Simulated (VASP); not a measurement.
## Ti: single point with PBEsol

Ti:

```
Ti
1.0
     0.00000   -2.02792   -2.02792
    -2.02792    0.00000   -2.02792
     2.02792    2.02792   -4.05584
Ti
2
Direct
  0.51868 0.51868 0.44395
  0.98132 0.98132 0.05605
```

This cell differs from its parent crystal: mode 6 (178.2 1/cm) frozen in, largest displacement +0.263 Å.

- Program: VASP 6.6.1
- Task: single point
- Functional: PBEsol
- Potentials or basis: VASP PAW PBE potentials, release 64 (Ti_sv)
- Cutoff: 520 eV
- k mesh: 24 × 24 × 24
- Occupations: gaussian, width 0.15 eV
- Spin: no spin polarisation

```json
{"Pressure": "12.5 GPa", "Largest force": "3.860 eV/Å", "Band gap on the k mesh": "zero (band 12 reaches 8.99 eV, above the bottom of band 13 at 8.06 eV)"}
```

Forces in eV/Å, atoms in the order of the input:
```
Ti   2.228  2.228 -2.228
Ti  -2.228 -2.228  2.228
```

Stress tensor (GPa, compression positive):
```
12.52  3.52 -3.52
 3.52 12.52 -3.52
-3.52 -3.52 12.52
```

Levels at points of the mesh, in eV from the Fermi level:
```csv
k point,band 8,band 9,band 10,band 11,band 12,band 13,band 14,band 15,band 16,band 17
"(0.00, 0.00, 0.00)",-32.06,-6.00,-3.02,0.07,0.36,0.36,0.39,0.39,2.98,2.98
"(0.50, 0.00, 0.00)",-32.17,-2.68,-1.72,-1.13,-0.57,0.19,0.81,1.68,3.22,3.71
"(0.50, 0.50, 0.00)",-32.15,-3.02,-2.47,-1.79,0.37,0.89,1.22,2.79,3.69,3.83
"(0.00, 0.00, 0.50)",-32.11,-4.39,-4.07,-1.42,0.52,0.52,0.62,0.62,2.38,2.79
```

Run time: 25 min on 1 thread of AMD EPYC 9R45 96-Core Processor (Zen 5) (shared host), peak memory 0.68 GiB.

Caveat: the cell differs from its parent crystal (mode 6 (178.2 1/cm) frozen in, largest displacement +0.263 Å); the PAW data sets were made with another functional, which shifts forces and pressure a little.
